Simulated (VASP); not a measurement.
# Ir (P6_3/mmc) in VASP: a series of runs

The runs below take Ir through single point, with PBEsol.

All numbers are computed with VASP 6.6.1; they aren't measurements. Logs are shortened: lines on timing, memory, paths and dates and some standing lists are left out, and cuts for length are marked.

### 1 The cell of the first run

The structure is hexagonal, space group P6_3/mmc (No. 194). The conventional cell has a = 2.710 Å, b = 2.710 Å, c = 4.462 Å, α = 90.00°, β = 90.00°, γ = 120.00°. Within 3.6 Å of Ir (site symmetry -6m2) lie 12 Ir at 2.71 to 2.73 Å.

### 2 Single point, PBEsol (strain -0.015 along x and y, +0.000 along z)

Input file INCAR:

```
PREC = Accurate
ENCUT = 520
EDIFF = 1E-6
ISMEAR = 0
SIGMA = 0.15
LREAL = False
LASPH = True
NELM = 60
ALGO = Normal
ISIF = 2
LWAVE = False
LCHARG = False
GGA = PS
NBANDS = 16
```

Input file KPOINTS:

```
regular mesh
0
Gamma
  18 18 12
```

Input file POSCAR:

```
Ir
1.0
    2.7101072262      0.0000000000      0.0000000000
   -1.3550536131      2.3470217048      0.0000000000
    0.0000000000      0.0000000000      4.4622900000
Ir
2
Direct
    0.6666666667      0.3333333333      0.7500000000
    0.3333333333      0.6666666667      0.2500000000
```

Potentials or basis: VASP PAW PBE potentials, release 64 (Ir).

Run with:

```bash
$ cat potpaw_PBE.64/Ir/POTCAR > POTCAR
$ mpirun -np 1 vasp_std > vasp.out
```

OUTCAR:

```text
PREC = Accurate
   ENCUT = 520
   EDIFF = 1E-6
   ISMEAR = 0
   LREAL = False
   LASPH = True
   NELM = 60
   ISIF = 2
   GGA = PS

 ion  position               nearest neighbor table
   1  0.667  0.333  0.750-   2 2.73   2 2.73   2 2.73   2 2.73   2 2.73   2 2.73
   2  0.333  0.667  0.250-   1 2.73   1 2.73   1 2.73   1 2.73   1 2.73   1 2.73

  LATTYP: Found a hexagonal cell.
 ALAT       =     2.7101072262
 C/A-ratio  =     1.6465363277

  Lattice vectors:

 A1 = (   2.7101072262,   0.0000000000,   0.0000000000)
 A2 = (  -1.3550536131,   2.3470217048,   0.0000000000)
 A3 = (   0.0000000000,   0.0000000000,   4.4622900000)

Analysis of symmetry for initial positions (statically):
=====================================================================
 Subroutine PRICEL returns:
 Original cell was already a primitive cell.

 Routine SETGRP: Setting up the symmetry group for a
 hexagonal supercell.

 Subroutine GETGRP returns: Found 24 space group operations
 (whereof 12 operations were pure point group operations)
 out of a pool of 24 trial point group operations.

The static configuration has the point symmetry D_3d.
 The point group associated with its full space group is D_6h.

Analysis of symmetry for dynamics (positions and initial velocities):
=====================================================================
 Subroutine PRICEL returns:
 Original cell was already a primitive cell.

 Routine SETGRP: Setting up the symmetry group for a
 hexagonal supercell.

 Subroutine GETGRP returns: Found 24 space group operations
 (whereof 12 operations were pure point group operations)
 out of a pool of 24 trial point group operations.

The dynamic configuration has the point symmetry D_3d.
 The point group associated with its full space group is D_6h.

 Subroutine INISYM returns: Found 24 space group operations
 (whereof 12 operations are pure point group operations),
 and found     1 'primitive' translations

----------------------------------------------------------------------------------------

                                     Primitive cell

  volume of cell :      28.3832

  direct lattice vectors                    reciprocal lattice vectors
     2.710107226  0.000000000  0.000000000     0.368989090  0.213035951  0.000000000
    -1.355053613  2.347021705  0.000000000     0.000000000  0.426071901  0.000000000
     0.000000000  0.000000000  4.462290000     0.000000000  0.000000000  0.224100182

  length of vectors
     2.710107226  2.710107226  4.462290000     0.426071901  0.426071901  0.224100182

  position of ions in fractional coordinates (direct lattice)
     0.666666667  0.333333333  0.750000000
     0.333333333  0.666666667  0.250000000

  ion indices of the primitive-cell ions
   primitive index   ion index
                 1           1
                 2           2

----------------------------------------------------------------------------------------

 KPOINTS: regular mesh

Automatic generation of k-mesh.
 Grid dimensions read from file:
 generate k-points for:   18   18   12

 Generating k-lattice:

  Cartesian coordinates                     Fractional coordinates (reciprocal lattice)
     0.020499394  0.011835331  0.000000000     0.055555556 -0.000000000  0.000000000
     0.000000000  0.023670661  0.000000000     0.000000000  0.055555556  0.000000000
     0.000000000  0.000000000  0.018675015     0.000000000  0.000000000  0.083333333

  Length of vectors
     0.023670661  0.023670661  0.018675015

  Shift w.r.t. Gamma in fractional coordinates (k-lattice)
     0.000000000  0.000000000  0.000000000

 Subroutine IBZKPT returns following result:
 ===========================================

 Found    259 irreducible k-points:

 Following reciprocal coordinates:
            Coordinates               Weight
  0.000000  0.000000  0.000000      1.000000
  0.055556 -0.000000  0.000000      6.000000
  0.111111 -0.000000  0.000000      6.000000
  0.166667  0.000000  0.000000      6.000000
  0.222222  0.000000  0.000000      6.000000
  0.277778  0.000000  0.000000      6.000000
[... 16 lines left out ...]
  0.333333  0.111111  0.000000     12.000000
  0.388889  0.111111  0.000000     12.000000
 [... further k-points ...]
   k-points           NKPTS =    259   k-points in BZ     NKDIM =    259   number of bands    NBANDS=     16
   number of dos      NEDOS =    301   number of ions     NIONS =      2
   total plane-waves  NPLWV =  14400
   dimension x,y,z NGX =    20 NGY =   20 NGZ =   36
   dimension x,y,z NGXF=    40 NGYF=   40 NGZF=   72
   ions per type =               2
   NGX,Y,Z   is equivalent  to a cutoff of  12.27, 12.27, 13.41 a.u.
   NGXF,Y,Z  is equivalent  to a cutoff of  24.54, 24.54, 26.82 a.u.
 SYSTEM =  unknown system
   PREC   = accura    normal or accurate (medium, high low for compatibility)
   ISTART =      0    job   : 0-new  1-cont  2-samecut
   ICHARG =      2    charge: 1-file 2-atom 10-const
   ISPIN  =      1    spin polarized calculation?
   LNONCOLLINEAR =      F non collinear calculations
   LSORBIT =      F    spin-orbit coupling
   LASPH  =      T    aspherical Exc in radial PAW
   ENCUT  =  520.0 eV  38.22 Ry    6.18 a.u.   5.04  5.04  8.30*2*pi/ulx,y,z
   NELM   =     60;   NELMIN=  2; NELMDL= -5     # of ELM steps
   EDIFF  = 0.1E-05   stopping-criterion for ELM
   LREAL  =      F    real-space projection
   EDIFFG = 0.1E-04   stopping-criterion for IOM
   NSW    =      0    number of steps for IOM
   IBRION =     -1    ionic relax: 0-MD 1-quasi-New 2-CG
   NFREE  =      0    steps in history (QN), initial steepest desc. (CG)
   ISIF   =      2    stress and relaxation
   ISYM   =      2    0-nonsym 1-usesym 2-fastsym
   POTIM  = 0.5000    time-step for ionic-motion
   TEBEG  =    0.0;   TEEND  =   0.0 temperature during run
   PSTRESS=    0.0 pullay stress
   NELECT =      18.0000    total number of electrons
   NUPDOWN=      -1.0000    fix difference up-down
   EMIN   =  10.00;   EMAX   =-10.00  energy-range for DOS
   EFERMI =   0.00;   METHOD = LEGACY
   ISMEAR =     0;   SIGMA  =   0.15  broadening in eV -4-tet -1-fermi 0-gaus
   EFERMI_NEDOS =   21; number of points for ismear=-14 and -15
   IALGO  =     38    algorithm
   IMIX   =      4    mixing-type and parameters
     AMIX     =   0.40;   BMIX     =  1.00
     AMIX_MAG =   1.60;   BMIX_MAG =  1.00
  volume/ion in A,a.u.               =      14.19        95.77
  Fermi-wavevector in a.u.,A,eV,Ry     =   1.406518  2.657933 26.916298  1.978292
  Thomas-Fermi vector in A             =   2.528870
   LORBIT       =      0    0 simple, 1 ext, 2 COOP (PROOUT), +10 PAW based schemes
   GGA     = PS    functional components
   LHFCALC =     F    Hartree Fock is set to
   AEXX    =    0.0000 exact exchange contribution
   IVDW    =     0    specifies the selected vdW correction
   LEPSILON=     F    determine dielectric tensor
   LRPA    =     F    only Hartree local field effects (RPA)
 non-spin polarized calculation
 Gauss-broadening in eV      SIGMA  =   0.15
  energy-cutoff  :      520.00
  volume of cell :       28.38
 maximum number of plane-waves:       783
   NGX = 11   NGY = 11   NGZ = 17

 number of electron      18.0000001 magnetization

 Free energy of the ion-electron system (eV)
  ---------------------------------------------------
  ext. energy  EPLUGINS =         0.00000000
  ---------------------------------------------------
  free energy    TOTEN  =       -19.49362126 eV

  energy without entropy =      -19.46895583  energy(sigma->0) =      -19.48128854

 E-fermi :  10.3041     XC(G=0): -14.0826

 val. band max:       10.3010622517   @ k =   0.3333   0.3333   0.0833
 cond. band min:      10.3059881628   @ k =   0.2222   0.1667   0.1667
 fundamental gap:      0.0049259111
 Fermi energy:        10.3041222302

 k-point     1 :       0.0000    0.0000    0.0000
  band No.  band energies     occupation
      1      -0.9652      2.00000
      2       2.0681      2.00000
      3       6.2063      2.00000
      4       6.4671      2.00000
      5       6.4671      2.00000
      6       7.0923      2.00000
[... 8 lines left out ...]
     15      26.4976      0.00000
     16      27.7253      0.00000

 k-point     2 :       0.0556   -0.0000    0.0000
  band No.  band energies     occupation
      1      -0.8424      2.00000
      2       2.1805      2.00000
      3       6.0581      2.00000
      4       6.5710      2.00000
      5       6.5886      2.00000
      6       7.0215      2.00000
[... 8 lines left out ...]
     15      26.6690      0.00000
     16      27.9302      0.00000

 k-point     3 :       0.1111   -0.0000    0.0000
  band No.  band energies     occupation
      1      -0.4837      2.00000
      2       2.4965      2.00000
      3       5.7706      2.00000
      4       6.7288      2.00000
      5       6.8783      2.00000
      6       6.9387      2.00000
[... 8 lines left out ...]
     15      27.1262      0.00000
     16      28.3817      0.00000

 k-point     4 :       0.1667    0.0000    0.0000
  band No.  band energies     occupation
      1       0.0789      2.00000
      2       2.9348      2.00000
      3       5.4704      2.00000
      4       6.3301      2.00000
      5       6.5036      2.00000
      6       7.2855      2.00000
[... 8 lines left out ...]
     15      27.4694      0.00000
     16      28.2003      0.00000

 k-point     5 :       0.2222    0.0000    0.0000
  band No.  band energies     occupation
      1       0.7840      2.00000
      2       3.2993      2.00000
      3       5.3361      2.00000
      4       5.4738      2.00000
      5       6.2759      2.00000
      6       7.1851      2.00000
[... 8 lines left out ...]
     15      26.7441      0.00000
     16      27.2377      0.00000

 k-point     6 :       0.2778    0.0000    0.0000
  band No.  band energies     occupation
      1       1.5264      2.00000
      2       3.3531      2.00000
      3       4.7406      2.00000
      4       5.5010      2.00000
      5       6.2570      2.00000
      6       6.8940      2.00000
[... 8 lines left out ...]
     15      25.7443      0.00000
     16      25.7867      0.00000

 k-point     7 :       0.3333    0.0000    0.0000
  band No.  band energies     occupation
      1       2.1544      2.00000
      2       3.1733      2.00000
      3       4.1530      2.00000
      4       5.7787      2.00000
      5       6.5866      2.00000
      6       6.6445      2.00000
[... 8 lines left out ...]
     15      24.3357      0.00000
     16      24.9856      0.00000

 k-point     8 :       0.3889    0.0000    0.0000
  band No.  band energies     occupation
      1       2.5404      2.00000
      2       2.9633      2.00000
      3       3.7245      2.00000
      4       6.1673      2.00000
      5       6.4547      2.00000
      6       6.8023      2.00000
[... 8 lines left out ...]
     15      23.1197      0.00000
     16      24.3861      0.00000

 k-point     9 :       0.4444    0.0000    0.0000
  band No.  band energies     occupation
      1       2.6823      2.00000
      2       2.8378      2.00000
      3       3.4640      2.00000
      4       6.3364      2.00000
      5       6.6248      2.00000
      6       6.6830      2.00000
[... 8 lines left out ...]
     15      22.2591      0.00000
     16      22.4429      0.00000
[... 172 lines left out ...]
 k-point    19 :       0.1111    0.1111    0.0000
  band No.  band energies     occupation
      1       0.4072      2.00000
      2       3.2086      2.00000
      3       5.2258      2.00000
      4       6.0115      2.00000
      5       6.4722      2.00000
      6       6.9991      2.00000
[... 8 lines left out ...]
     15      26.5388      0.00000
     16      27.9446      0.00000

 k-point    20 :       0.1667    0.1111    0.0000
  band No.  band energies     occupation
      1       1.1024      2.00000
      2       3.6233      2.00000
      3       4.9710      2.00000
      4       5.2999      2.00000
      5       6.3121      2.00000
      6       6.6631      2.00000
[... 8 lines left out ...]
     15      25.2037      0.00000
     16      26.9529      0.00000

 k-point    21 :       0.2222    0.1111    0.0000
  band No.  band energies     occupation
      1       1.8536      2.00000
      2       3.7264      2.00000
      3       4.6585      2.00000
      4       5.0330      2.00000
      5       6.3142      2.00000
      6       6.4094      2.00000
[... 8 lines left out ...]
     15      23.9686      0.00000
     16      26.0847      0.00000

 k-point    22 :       0.2778    0.1111    0.0000
  band No.  band energies     occupation
      1       2.5100      2.00000
      2       3.5306      2.00000
      3       4.1311      2.00000
      4       5.3623      2.00000
      5       6.2403      2.00000
      6       6.5809      2.00000
[... 8 lines left out ...]
     15      22.6342      0.00000
     16      25.3790      0.00000

 k-point    23 :       0.3333    0.1111    0.0000
  band No.  band energies     occupation
      1       2.9224      2.00000
      2       3.3039      2.00000
      3       3.7412      2.00000
      4       5.8094      2.00000
      5       6.1559      2.00000
      6       6.8893      2.00000
[... 8 lines left out ...]
     15      21.3645      0.00000
     16      24.8499      0.00000

 k-point    24 :       0.3889    0.1111    0.0000
  band No.  band energies     occupation
      1       3.0732      2.00000
      2       3.1710      2.00000
      3       3.5024      2.00000
      4       6.1430      2.00000
      5       6.2716      2.00000
      6       6.6660      2.00000
[... 8 lines left out ...]
     15      20.7227      0.00000
     16      23.6178      0.00000

 [... further k-points ...]

------------------------ aborting loop because EDIFF is reached ----------------------------------------

  FORCE on cell =-STRESS in cart. coord.  units (eV):
  Direction    XX          YY          ZZ          XY          YZ          ZX
  --------------------------------------------------------------------------------------
  -------------------------------------------------------------------------------------
  Total        0.1525687      0.1525687     -0.8960529      0.0000000     -0.0000000      0.0000000
  in kB        8.6122137      8.6122137    -50.5804686      0.0000000     -0.0000000      0.0000000
  external PRESSURE =     -11.1186804 kB  Pullay stress =       0.0000000 kB

 VOLUME and BASIS-vectors are now :
 -----------------------------------------------------------------------------
  energy-cutoff  :      520.00
  volume of cell :       28.38
      direct lattice vectors                 reciprocal lattice vectors
     2.710107226  0.000000000  0.000000000     0.368989090  0.213035951  0.000000000
    -1.355053613  2.347021705  0.000000000     0.000000000  0.426071901  0.000000000
     0.000000000  0.000000000  4.462290000     0.000000000  0.000000000  0.224100182

 POSITION                                       TOTAL-FORCE (eV/Angst)
 -----------------------------------------------------------------------------------
      1.35505      0.78234      3.34672        -0.000000      0.000000      0.000000
     -0.00000      1.56468      1.11557         0.000000     -0.000000      0.000000
 -----------------------------------------------------------------------------------
    total drift:                                0.000000     -0.000000     -0.000000

  FREE ENERGIE OF THE ION-ELECTRON SYSTEM (eV)
  ---------------------------------------------------
  free  energy   TOTEN  =       -19.4936212582 eV

  energy  without entropy=      -19.4689558303  energy(sigma->0) =      -19.48128854
```

It took 35 s on 1 thread of Intel Xeon 6975P-C (Granite Rapids), shared host; peak memory 0.22 GiB.

Results:

* Free energy: -19.4936 eV
* Pressure: -1.1 GPa
* Band gap on the k mesh: zero (band 9 reaches 11.36 eV, above the bottom of band 10 at 7.94 eV)

Caveat: the cell differs from its parent crystal (strain -0.015 along x and y, +0.000 along z); the PAW data sets were made with another functional, which shifts forces and pressure a little; spin-orbit coupling is left out, which moves the levels of the heavy elements.

### 3 Single point, PBEsol (strain +0.000 along x and y, -0.015 along z)

Input file INCAR:

```
PREC     = Accurate       # precision mode
ENCUT    = 520            # plane-wave cutoff, eV
EDIFF    = 1E-6           # SCF threshold, eV
ISMEAR   = 0              # smearing method
SIGMA    = 0.15           # smearing width, eV
LREAL    = F              # projectors in reciprocal space
LASPH    = T              # aspherical terms in the spheres
NELM     = 80             # most SCF steps
ALGO     = Fast           # electronic algorithm
ISIF     = 2              # what is computed and relaxed
LWAVE    = F              # write WAVECAR
LCHARG   = F              # write CHGCAR
GGA      = PS             # functional
NBANDS   = 16             # bands
```

Input file KPOINTS:

```
Automatic mesh
0
Gamma
  18 18 12
```

Input file POSCAR:

```
Ir
1.0
    2.7513778946      0.0000000000      0.0000000000
   -1.3756889473      2.3827631521      0.0000000000
    0.0000000000      0.0000000000      4.3953556500
Ir
2
Direct
    0.6666666667      0.3333333333      0.7500000000
    0.3333333333      0.6666666667      0.2500000000
```

Potentials or basis: VASP PAW PBE potentials, release 64 (Ir).

Run with:

```bash
$ cat potpaw_PBE.64/Ir/POTCAR > POTCAR
$ mpirun -np 1 vasp_std > vasp.out
```

Run time: 52 s. Hardware: 1 thread of Intel Xeon 6975P-C (Granite Rapids), shared host; peak memory 0.22 GiB.

The run converged. Its results:

```yaml
Free_energy: -19.4835 eV
Pressure: -6.5 GPa
Band_gap_on_the_k_mesh: zero (band 9 reaches 11.07 eV, above the bottom of band 10 at 7.75 eV)
```

Stress tensor (GPa, compression positive):
```
-8.30  0.00  0.00
 0.00 -8.30  0.00
 0.00  0.00 -2.79
```

Levels at points of the mesh, in eV from the Fermi level:
```
           k point  band 7  band 8  band 9  band 10  band 11  band 12
(0.00, 0.00, 0.00)   -3.12   -2.48   -2.48    -0.71     0.24     0.24
(0.50, 0.00, 0.00)   -2.87    0.57    0.99     1.01     2.81     4.21
(0.00, 0.00, 0.50)   -3.95   -3.95   -0.49    -0.49    -0.49    -0.49
(0.50, 0.00, 0.50)   -1.01   -1.01    0.84     0.84     1.94     1.94
```

Caveat: the cell differs from its parent crystal (strain +0.000 along x and y, -0.015 along z); the PAW data sets were made with another functional, which shifts forces and pressure a little; spin-orbit coupling is left out, which moves the levels of the heavy elements.
